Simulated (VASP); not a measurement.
Write the native input for VASP 6.6.1 that does the following.

- Task: single point
- Functional: r2SCAN
- Potentials or basis: VASP PAW PBE potentials, release 64 (Zn, Au)
- Cutoff: 520 eV
- k mesh: 14 × 14 × 14
- Occupations: gaussian, width 0.1 eV
- Spin: no spin polarisation
- Dipole correction: no
- Further INCAR settings: ALGO = Normal; EDIFF = 1e-06; NBANDS = 18

The system is ZnAu.

```xyz
2
Lattice="3.1873 0.0000 0.0000 0.0000 3.1873 0.0000 0.0000 0.0000 3.1873" Properties=species:S:1:pos:R:3 pbc="T T T"
Zn    1.5936    1.5936    1.5936
Au    0.0000    0.0000    0.0000
```

This cell differs from its parent crystal: strained.

These files were run (other wordings do the same):

POSCAR

```
ZnAu
1.0
    3.1872816000      0.0000000000      0.0000000000
    0.0000000000      3.1872816000      0.0000000000
    0.0000000000      0.0000000000      3.1872816000
Zn Au
1 1
Direct
    0.5000000000      0.5000000000      0.5000000000
    0.0000000000      0.0000000000      0.0000000000
```

INCAR.step1

```
PREC     = Accurate       # precision mode
ENCUT    = 520            # plane-wave cutoff, eV
ISMEAR   = 0              # smearing method
SIGMA    = 0.1            # smearing width, eV
LREAL    = F              # projectors in reciprocal space
LASPH    = T              # aspherical terms in the spheres
NELM     = 100            # most SCF steps
NBANDS   = 18             # bands
GGA      = PE             # functional
ALGO     = Normal         # electronic algorithm
EDIFF    = 1E-4           # SCF threshold, eV
LWAVE    = T              # write WAVECAR
LCHARG   = F              # write CHGCAR
```

INCAR.step2

```
PREC     = Accurate       # precision mode
ENCUT    = 520            # plane-wave cutoff, eV
EDIFF    = 1E-6           # SCF threshold, eV
ISMEAR   = 0              # smearing method
SIGMA    = 0.1            # smearing width, eV
LREAL    = F              # projectors in reciprocal space
LASPH    = T              # aspherical terms in the spheres
NELM     = 100            # most SCF steps
ALGO     = Normal         # electronic algorithm
ISIF     = 2              # what is computed and relaxed
LWAVE    = F              # write WAVECAR
LCHARG   = F              # write CHGCAR
METAGGA  = R2SCAN         # meta-GGA
LMIXTAU  = T            
NBANDS   = 18             # bands
ISTART   = 1
```

KPOINTS

```
regular mesh
0
Gamma
  14 14 14
```

Potentials or basis: VASP PAW PBE potentials, release 64 (Zn, Au).

The run is started by

```bash
$ cat potpaw_PBE.64/Zn/POTCAR potpaw_PBE.64/Au/POTCAR > POTCAR
$ cp INCAR.step1 INCAR
$ mpirun -np 1 vasp_std > vasp.out
$ cp INCAR.step2 INCAR
$ mpirun -np 1 vasp_std > vasp.out
```

It gave:

| Property | Result |
| --- | --- |
| Pressure | -4.2 GPa |
| Band gap on the k mesh | zero (an odd number of electrons rules out a gap without spin polarisation) |

Caveat: the cell differs from its parent crystal (strained); the cell stands under tension; the PAW data sets were made with another functional, which shifts forces and pressure a little; spin-orbit coupling is left out, which moves the levels of the heavy elements.

It took 3.5 min on 1 thread of Intel Xeon 8259CL (shared host), peak memory 0.21 GiB.
